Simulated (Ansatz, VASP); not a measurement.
# Two plane-wave programs on BP

INCAR

```
ALGO = Normal
EDIFF = 1E-6
ENCUT = 520
GGA = PE
ISIF = 2
ISMEAR = 0
LASPH = T
LCHARG = F
LREAL = F
LWAVE = F
NBANDS = 11
NELM = 100
PREC = Accurate
SIGMA = 0.05
```

File KPOINTS:

```
k-points
0
Gamma
  10 10 10
```

POSCAR

```
BP
1.0
    0.0000000000      2.6093500000      2.2690000000
    2.6093500000      0.0000000000      2.2690000000
    2.6093500000      2.6093500000      0.0000000000
B P
1 1
Direct
    0.0000000000      0.0000000000      0.0000000000
    0.7500000000      0.7500000000      0.7500000000
```

Input for Ansatz:

```yaml
crystal:
  lattice:
    - [0.0, 2.60935, 2.269]
    - [2.60935, 0.0, 2.269]
    - [2.60935, 2.60935, 0.0]
  atoms:
    - { symbol: B, position: [0.0, 0.0, 0.0] }
    - { symbol: P, position: [0.75, 0.75, 0.75] }
basis:
  ecutwfc: 420
kpoints:
  mp_grid: { grid: [10, 10, 10] }
hamiltonian:
  xc: pbe
scf:
  occupations: { method: gaussian, width: 0.05 }
output:
  forces: true
  stress: true
  eigenvalues: true
```

Change from the starting cell: strain +0.1500 x Voigt [1, 1, 0, 0, 0, 0], atoms carried along.

Alike in both runs: task single point; functional PBE; k mesh 10 × 10 × 10; occupations gaussian, width 0.05 eV; no spin polarisation.

|  | VASP | Ansatz |
| --- | --- | --- |
| version | VASP 6.6.1 | Ansatz 0.2.0 |
| potentials or method | VASP PAW PBE potentials, release 64 (B, P), cutoff 520 eV | scalar-relativistic, plane waves, PAW |
| valence electrons in the cell | 8 | 8 |

Ansatz gave:

- gap on the k mesh at the Fermi level (eV): none
- pressure (GPa): -25.5
- traceless stress, the component that is largest in VASP (GPa): 15.41

Problem. Which values does VASP return?

Solution. gap on the k mesh at the Fermi level (eV): none; pressure (GPa): -25.6; traceless stress, the component that is largest in VASP (GPa): 15.42.

A gap of «none» marks a metal or a gap that the smearing closes.
